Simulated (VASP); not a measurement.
# BeAg2 (Fm-3m) in VASP: further runs

The runs below take BeAg2 through single point, relaxation of cell and atoms, with PBE.

Everything below comes from runs of VASP 6.6.1. Logs are shortened: lines on timing, memory, paths and dates and some standing lists are left out, and cuts for length are marked.

## 1. The cell of the first run

It takes space group Fm-3m (No. 225, cubic). Conventional cell: a = 5.675 Å, b = 5.675 Å, c = 5.675 Å, α = 90.00°, β = 90.00°, γ = 90.00°. Be (site symmetry m-3m) has 8 Ag at 2.46 Å within 3.2 Å. Within 3.2 Å of Ag (site symmetry -43m) lie 4 Be at 2.46 Å and 6 Ag at 2.84 Å.

## 2. Single point, PBE

INCAR

```
SYSTEM = BeAg2
PREC = Accurate ; ENCUT = 520
EDIFF = 1E-7 ; ISMEAR = 0
SIGMA = 0.1 ; LREAL = .FALSE.
LASPH = .TRUE. ; NELM = 80
ALGO = Fast ; ISIF = 2
LWAVE = .FALSE. ; LCHARG = .FALSE.
GGA = PE ; NBANDS = 19
```

KPOINTS

```
regular mesh
0
G
  6 6 6
  0 0 0
```

POSCAR

```
BeAg2
1.0
    0.0000000000      2.8376010599      2.8376010599
    2.8376010599      0.0000000000      2.8376010599
    2.8376010599      2.8376010599      0.0000000000
Be Ag
1 2
Direct
    0.0000000000      0.0000000000      0.0000000000
    0.2500000000      0.2500000000      0.2500000000
    0.7500000000      0.7500000000      0.7500000000
```

Potentials or basis: VASP PAW PBE potentials, release 64 (Be, Ag).

Run with:

```
$ cat potpaw_PBE.64/Be/POTCAR potpaw_PBE.64/Ag/POTCAR > POTCAR
$ mpirun -np 1 vasp_std > vasp.out
```

OUTCAR:

```text
SYSTEM = BeAg2
   PREC = Accurate
   ENCUT = 520
   EDIFF = 1E-7
   ISMEAR = 0
   LREAL = .FALSE.
   LASPH = .TRUE.
   NELM = 80
   ISIF = 2
   GGA = PE

 ion  position               nearest neighbor table
   1  0.000  0.000  0.000-   2 2.46   3 2.46   3 2.46   3 2.46   3 2.46   2 2.46   2 2.46   2 2.46

   2  0.250  0.250  0.250-   1 2.46   1 2.46   1 2.46   1 2.46   3 2.84   3 2.84   3 2.84   3 2.84
                             3 2.84   3 2.84
   3  0.750  0.750  0.750-   1 2.46   1 2.46   1 2.46   1 2.46   2 2.84   2 2.84   2 2.84   2 2.84
                             2 2.84   2 2.84

  LATTYP: Found a face centered cubic cell.
 ALAT       =     5.6752021198

  Lattice vectors:

 A1 = (   0.0000000000,   2.8376010599,   2.8376010599)
 A2 = (   2.8376010599,   0.0000000000,   2.8376010599)
 A3 = (   2.8376010599,   2.8376010599,   0.0000000000)

Analysis of symmetry for initial positions (statically):
=====================================================================
 Subroutine PRICEL returns:
 Original cell was already a primitive cell.

 Routine SETGRP: Setting up the symmetry group for a
 face centered cubic supercell.

 Subroutine GETGRP returns: Found 48 space group operations
 (whereof 48 operations were pure point group operations)
 out of a pool of 48 trial point group operations.

The static configuration has the point symmetry O_h .

Analysis of symmetry for dynamics (positions and initial velocities):
=====================================================================
 Subroutine PRICEL returns:
 Original cell was already a primitive cell.

 Routine SETGRP: Setting up the symmetry group for a
 face centered cubic supercell.

 Subroutine GETGRP returns: Found 48 space group operations
 (whereof 48 operations were pure point group operations)
 out of a pool of 48 trial point group operations.

The dynamic configuration has the point symmetry O_h .

 Subroutine INISYM returns: Found 48 space group operations
 (whereof 48 operations are pure point group operations),
 and found     1 'primitive' translations

----------------------------------------------------------------------------------------

                                     Primitive cell

  volume of cell :      45.6966

  direct lattice vectors                    reciprocal lattice vectors
     0.000000000  2.837601060  2.837601060    -0.176205178  0.176205178  0.176205178
     2.837601060  0.000000000  2.837601060     0.176205178 -0.176205178  0.176205178
     2.837601060  2.837601060  0.000000000     0.176205178  0.176205178 -0.176205178

  length of vectors
     4.012973904  4.012973904  4.012973904     0.305196321  0.305196321  0.305196321

  position of ions in fractional coordinates (direct lattice)
     0.000000000  0.000000000  0.000000000
     0.250000000  0.250000000  0.250000000
     0.750000000  0.750000000  0.750000000

  ion indices of the primitive-cell ions
   primitive index   ion index
                 1           1
                 2           2
                 3           3

----------------------------------------------------------------------------------------

 KPOINTS: regular mesh

Automatic generation of k-mesh.
 Grid dimensions read from file:
 generate k-points for:    6    6    6

 Generating k-lattice:

  Cartesian coordinates                     Fractional coordinates (reciprocal lattice)
    -0.029367530  0.029367530  0.029367530     0.166666667  0.000000000  0.000000000
     0.029367530 -0.029367530  0.029367530     0.000000000  0.166666667  0.000000000
     0.029367530  0.029367530 -0.029367530     0.000000000  0.000000000  0.166666667

  Length of vectors
     0.050866053  0.050866053  0.050866053

  Shift w.r.t. Gamma in fractional coordinates (k-lattice)
     0.000000000  0.000000000  0.000000000

 Subroutine IBZKPT returns following result:
 ===========================================

 Found     16 irreducible k-points:

 Following reciprocal coordinates:
            Coordinates               Weight
  0.000000  0.000000  0.000000      1.000000
  0.166667  0.000000  0.000000      8.000000
  0.333333  0.000000  0.000000      8.000000
  0.500000  0.000000  0.000000      4.000000
  0.166667  0.166667  0.000000      6.000000
  0.333333  0.166667  0.000000     24.000000
[... 8 lines left out ...]
 -0.333333  0.333333  0.166667     24.000000
 -0.333333  0.500000  0.166667     12.000000
   k-points           NKPTS =     16   k-points in BZ     NKDIM =     16   number of bands    NBANDS=     19
   number of dos      NEDOS =    301   number of ions     NIONS =      3
   total plane-waves  NPLWV =  27000
   dimension x,y,z NGX =    30 NGY =   30 NGZ =   30
   dimension x,y,z NGXF=    60 NGYF=   60 NGZF=   60
   ions per type =               1   2
   NGX,Y,Z   is equivalent  to a cutoff of  12.43, 12.43, 12.43 a.u.
   NGXF,Y,Z  is equivalent  to a cutoff of  24.86, 24.86, 24.86 a.u.
 SYSTEM =  BeAg2
   PREC   = accura    normal or accurate (medium, high low for compatibility)
   ISTART =      0    job   : 0-new  1-cont  2-samecut
   ICHARG =      2    charge: 1-file 2-atom 10-const
   ISPIN  =      1    spin polarized calculation?
   LNONCOLLINEAR =      F non collinear calculations
   LSORBIT =      F    spin-orbit coupling
   LASPH  =      T    aspherical Exc in radial PAW
   ENCUT  =  520.0 eV  38.22 Ry    6.18 a.u.   7.46  7.46  7.46*2*pi/ulx,y,z
   NELM   =     80;   NELMIN=  2; NELMDL= -5     # of ELM steps
   EDIFF  = 0.1E-06   stopping-criterion for ELM
   LREAL  =      F    real-space projection
   EDIFFG = 0.1E-05   stopping-criterion for IOM
   NSW    =      0    number of steps for IOM
   IBRION =     -1    ionic relax: 0-MD 1-quasi-New 2-CG
   NFREE  =      0    steps in history (QN), initial steepest desc. (CG)
   ISIF   =      2    stress and relaxation
   ISYM   =      2    0-nonsym 1-usesym 2-fastsym
   POTIM  = 0.5000    time-step for ionic-motion
   TEBEG  =    0.0;   TEEND  =   0.0 temperature during run
   PSTRESS=    0.0 pullay stress
   NELECT =      24.0000    total number of electrons
   NUPDOWN=      -1.0000    fix difference up-down
   EMIN   =  10.00;   EMAX   =-10.00  energy-range for DOS
   EFERMI =   0.00;   METHOD = LEGACY
   ISMEAR =     0;   SIGMA  =   0.10  broadening in eV -4-tet -1-fermi 0-gaus
   EFERMI_NEDOS =   21; number of points for ismear=-14 and -15
   IALGO  =     68    algorithm
   IMIX   =      4    mixing-type and parameters
     AMIX     =   0.40;   BMIX     =  1.00
     AMIX_MAG =   1.60;   BMIX_MAG =  1.00
  volume/ion in A,a.u.               =      15.23       102.79
  Fermi-wavevector in a.u.,A,eV,Ry     =   1.320841  2.496028 23.737013  1.744621
  Thomas-Fermi vector in A             =   2.450638
   LORBIT       =      0    0 simple, 1 ext, 2 COOP (PROOUT), +10 PAW based schemes
   GGA     = PE    functional components
   LHFCALC =     F    Hartree Fock is set to
   AEXX    =    0.0000 exact exchange contribution
   IVDW    =     0    specifies the selected vdW correction
   LEPSILON=     F    determine dielectric tensor
   LRPA    =     F    only Hartree local field effects (RPA)
 non-spin polarized calculation
 RMM-DIIS sequential band-by-band and
 Gauss-broadening in eV      SIGMA  =   0.10
  energy-cutoff  :      520.00
  volume of cell :       45.70
 maximum number of plane-waves:      1247
 NGX is ok and might be reduce to    30
   NGX = 15   NGY = 15   NGZ = 15

 number of electron      23.9999992 magnetization

 Free energy of the ion-electron system (eV)
  ---------------------------------------------------
  ext. energy  EPLUGINS =         0.00000000
  ---------------------------------------------------
  free energy    TOTEN  =        -8.27303769 eV

  energy without entropy =       -8.25868169  energy(sigma->0) =       -8.26585969

 E-fermi :   7.5474     XC(G=0): -11.4006

 val. band max:        7.5113641325   @ k =   0.5000   0.3333   0.0000
 cond. band min:       7.6173494529   @ k =   0.5000   0.3333   0.1667
 fundamental gap:      0.1059853204
 Fermi energy:         7.5473525249

 k-point     1 :       0.0000    0.0000    0.0000
  band No.  band energies     occupation
      1      -0.9364      2.00000
      2       0.9439      2.00000
      3       0.9439      2.00000
      4       0.9439      2.00000
      5       0.9866      2.00000
      6       0.9866      2.00000
[... 11 lines left out ...]
     18      14.5199      0.00000
     19      19.4615      0.00000

 k-point     2 :       0.1667    0.0000    0.0000
  band No.  band energies     occupation
      1      -0.5546      2.00000
      2       1.0266      2.00000
      3       1.0460      2.00000
      4       1.0460      2.00000
      5       1.2027      2.00000
      6       1.2027      2.00000
[... 11 lines left out ...]
     18      15.0784      0.00000
     19      18.9864      0.00000

 k-point     3 :       0.3333    0.0000    0.0000
  band No.  band energies     occupation
      1       0.3599      2.00000
      2       1.3772      2.00000
      3       1.4170      2.00000
      4       1.4170      2.00000
      5       1.7033      2.00000
      6       1.7033      2.00000
[... 11 lines left out ...]
     18      15.8735      0.00000
     19      19.0692      0.00000

 k-point     4 :       0.5000    0.0000    0.0000
  band No.  band energies     occupation
      1       0.7908      2.00000
      2       1.7839      2.00000
      3       1.7839      2.00000
      4       1.8674      2.00000
      5       2.2190      2.00000
      6       2.2190      2.00000
[... 11 lines left out ...]
     18      16.1193      0.00000
     19      19.7504      0.00000

 k-point     5 :       0.1667    0.1667    0.0000
  band No.  band energies     occupation
      1      -0.4575      2.00000
      2       0.8146      2.00000
      3       1.0581      2.00000
      4       1.2702      2.00000
      5       1.2702      2.00000
      6       1.3624      2.00000
[... 11 lines left out ...]
     18      15.6179      0.00000
     19      17.7790      0.00000

 k-point     6 :       0.3333    0.1667    0.0000
  band No.  band energies     occupation
      1       0.2081      2.00000
      2       0.9015      2.00000
      3       1.2470      2.00000
      4       1.6671      2.00000
      5       1.7157      2.00000
      6       1.8868      2.00000
[... 11 lines left out ...]
     18      16.4325      0.00000
     19      18.5333      0.00000

 k-point     7 :       0.5000    0.1667    0.0000
  band No.  band energies     occupation
      1       0.7520      2.00000
      2       1.4771      2.00000
      3       1.6672      2.00000
      4       1.8368      2.00000
      5       2.1099      2.00000
      6       2.1450      2.00000
[... 11 lines left out ...]
     18      17.5463      0.00000
     19      19.0706      0.00000

 k-point     8 :      -0.3333    0.1667    0.0000
  band No.  band energies     occupation
      1       0.6675      2.00000
      2       1.3110      2.00000
      3       1.6355      2.00000
      4       1.8351      2.00000
      5       2.0129      2.00000
      6       2.1672      2.00000
[... 80 lines left out ...]
 k-point    12 :      -0.3333    0.3333    0.0000
  band No.  band energies     occupation
      1       0.7772      2.00000
      2       1.3858      2.00000
      3       1.7421      2.00000
      4       1.8181      2.00000
      5       1.8736      2.00000
      6       2.0016      2.00000
[... 11 lines left out ...]
     18      18.0077      0.00000
     19      19.3843      0.00000

 k-point    13 :       0.5000    0.5000    0.0000
  band No.  band energies     occupation
      1       0.4353      2.00000
      2       0.8987      2.00000
      3       1.2811      2.00000
      4       1.6271      2.00000
      5       2.4274      2.00000
      6       2.4274      2.00000
[... 11 lines left out ...]
     18      20.6864      0.00000
     19      20.6977      0.00000

 k-point    14 :       0.5000    0.3333    0.1667
  band No.  band energies     occupation
      1       0.6086      2.00000
      2       1.0560      2.00000
      3       1.4876      2.00000
      4       1.9620      2.00000
      5       2.0339      2.00000
      6       2.1848      2.00000
[... 11 lines left out ...]
     18      18.6085      0.00000
     19      18.7486      0.00000

 k-point    15 :      -0.3333    0.3333    0.1667
  band No.  band energies     occupation
      1       0.8033      2.00000
      2       1.4633      2.00000
      3       1.4771      2.00000
      4       1.6557      2.00000
      5       2.2462      2.00000
      6       2.2524      2.00000
[... 11 lines left out ...]
     18      17.8195      0.00000
     19      19.9186      0.00000

 k-point    16 :      -0.3333    0.5000    0.1667
  band No.  band energies     occupation
      1       0.6719      2.00000
      2       1.2088      2.00000
      3       1.4948      2.00000
      4       1.7030      2.00000
      5       1.8213      2.00000
      6       2.4686      2.00000
[... 11 lines left out ...]
     18      18.0011      0.00000
     19      20.9850      0.00000

------------------------ aborting loop because EDIFF is reached ----------------------------------------

  FORCE on cell =-STRESS in cart. coord.  units (eV):
  Direction    XX          YY          ZZ          XY          YZ          ZX
  --------------------------------------------------------------------------------------
  -------------------------------------------------------------------------------------
  Total        1.4964634      1.4964634      1.4964634     -0.0000000     -0.0000000      0.0000000
  in kB       52.4677793     52.4677793     52.4677793     -0.0000000     -0.0000000      0.0000000
  external PRESSURE =      52.4677793 kB  Pullay stress =       0.0000000 kB

 VOLUME and BASIS-vectors are now :
 -----------------------------------------------------------------------------
  energy-cutoff  :      520.00
  volume of cell :       45.70
      direct lattice vectors                 reciprocal lattice vectors
     0.000000000  2.837601060  2.837601060    -0.176205178  0.176205178  0.176205178
     2.837601060  0.000000000  2.837601060     0.176205178 -0.176205178  0.176205178
     2.837601060  2.837601060  0.000000000     0.176205178  0.176205178 -0.176205178

 POSITION                                       TOTAL-FORCE (eV/Angst)
 -----------------------------------------------------------------------------------
      0.00000      0.00000      0.00000        -0.000000     -0.000000     -0.000000
      1.41880      1.41880      1.41880         0.000000      0.000000     -0.000000
      4.25640      4.25640      4.25640        -0.000000     -0.000000      0.000000
 -----------------------------------------------------------------------------------
    total drift:                               -0.000000      0.000000      0.000000

  FREE ENERGIE OF THE ION-ELECTRON SYSTEM (eV)
  ---------------------------------------------------
  free  energy   TOTEN  =        -8.2730376933 eV

  energy  without entropy=       -8.2586816857  energy(sigma->0) =       -8.26585969
```

Run time: 17 s. Hardware: 1 thread of Intel Xeon Platinum 8488C (Sapphire Rapids), shared host; peak memory 0.16 GiB.

Results:

* Free energy: -8.2730 eV
* Pressure: 5.2 GPa
* Band gap on the k mesh: zero (bands 12 and 13 overlap by 6.21 eV)

Levels at points of the mesh, in eV from the Fermi level:
| k point | band 8 | band 9 | band 10 | band 11 | band 12 | band 13 | band 14 | band 15 | band 16 | band 17 |
| --- | --- | --- | --- | --- | --- | --- | --- | --- | --- | --- |
| (0.00, 0.00, 0.00) | -4.12 | -4.12 | -3.33 | -3.33 | 5.36 | 5.36 | 5.36 | 5.87 | 5.87 | 5.87 |
| (0.50, 0.00, 0.00) | -4.98 | -4.96 | -4.96 | -3.95 | -3.35 | 3.76 | 3.76 | 6.93 | 7.36 | 7.36 |
| (0.50, 0.50, 0.00) | -4.81 | -4.03 | -3.38 | -3.13 | -1.13 | -0.12 | -0.12 | 4.65 | 6.34 | 12.10 |

Caveat: the cell stands under pressure.

## 3. Single point, PBE

This run uses another cell than the first one, of 16.11 Å³/atom.

INCAR

```
SYSTEM = BeAg2
PREC = Accurate ; ENCUT = 520
EDIFF = 1E-6 ; ISMEAR = 0
SIGMA = 0.1 ; LREAL = .FALSE.
LASPH = .TRUE. ; NELM = 60
ALGO = Normal ; ISIF = 2
LWAVE = .FALSE. ; LCHARG = .FALSE.
GGA = PE ; NBANDS = 19
```

KPOINTS is that of step 2.

POSCAR

```
BeAg2
1.0
    0.0000000000      2.8910449160      2.8910449160
    2.8910449160      0.0000000000      2.8910449160
    2.8910449160      2.8910449160      0.0000000000
Be Ag
1 2
Direct
    0.0000000000      0.0000000000      0.0000000000
    0.2500000000      0.2500000000      0.2500000000
    0.7500000000      0.7500000000      0.7500000000
```

Potentials or basis: VASP PAW PBE potentials, release 64 (Be, Ag).

Run with:

```
$ cat potpaw_PBE.64/Be/POTCAR potpaw_PBE.64/Ag/POTCAR > POTCAR
$ mpirun -np 1 vasp_std > vasp.out
```

Run time: 11 s. Hardware: 1 thread of Intel Xeon Platinum 8488C (Sapphire Rapids), shared host; peak memory 0.17 GiB.

Results (log left out):

```
Free energy            : -8.3136 eV
Pressure               : -0.1 GPa
Band gap on the k mesh : zero (bands 12 and 13 overlap by 5.98 eV)
```

Levels at points of the mesh, in eV from the Fermi level:
| k point | band 10 | band 11 | band 12 | band 13 | band 14 | band 15 |
| --- | --- | --- | --- | --- | --- | --- |
| (0.00, 0.00, 0.00) | -3.28 | -3.28 | 5.16 | 5.16 | 5.16 | 5.72 |
| (0.50, 0.00, 0.00) | -4.76 | -3.76 | -3.23 | 3.62 | 3.62 | 6.53 |
| (0.50, 0.50, 0.00) | -3.32 | -2.94 | -1.16 | -0.01 | -0.01 | 4.33 |

(Continued in part 2 of 3.)
